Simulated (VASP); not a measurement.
Wanted: the native input for a VASP 6.6.1 run.

| Item | Value |
| --- | --- |
| Task | single point |
| Functional | PBEsol |
| Potentials or basis | VASP PAW PBE potentials, release 64 (Na_pv, F) |
| Cutoff | 520 eV |
| k mesh | 10 × 10 × 10 |
| Occupations | fermi-dirac, width 0.05 eV |
| Spin | no spin polarisation |
| Dipole correction | no |
| Further INCAR settings | ALGO = Normal; EDIFF = 1e-07; NBANDS = 14 |

The structure of NaF (Villiaumite) lies in POSCAR:

```
NaF
1.0
    0.0000000000      2.3044290610      2.3044290610
    2.3044290610      0.0000000000      2.3044290610
    2.3044290610      2.3044290610      0.0000000000
Na F
1 1
Direct
    0.0000000000      0.0000000000      0.0000000000
    0.5000000000      0.5000000000      0.5000000000
```

This cell differs from its parent crystal: volume scaled by 0.98.

These files were run (other wordings do the same):

INCAR

```
ALGO = Normal ; EDIFF = 1E-7
ENCUT = 520 ; GGA = PS
ISIF = 2 ; ISMEAR = -1
LASPH = T ; LCHARG = F
LREAL = F ; LWAVE = F
NBANDS = 14 ; NELM = 60
PREC = Accurate ; SIGMA = 0.05
```

KPOINTS

```
k-points
0
Gamma
  10 10 10
```

Potentials or basis: VASP PAW PBE potentials, release 64 (Na_pv, F).

Launch:

```sh
$ cat potpaw_PBE.64/Na_pv/POTCAR potpaw_PBE.64/F/POTCAR > POTCAR
$ mpirun -np 1 vasp_std > vasp.out
```

It gave:

```json
{"Pressure": "0.7 GPa", "Band gap on the k mesh": "6.25 eV, direct"}
```

Caveat: the PAW data sets were made with another functional, which shifts forces and pressure a little.

It took 11 s on 1 thread of Intel Xeon 8259CL (shared host), peak memory 0.14 GiB.
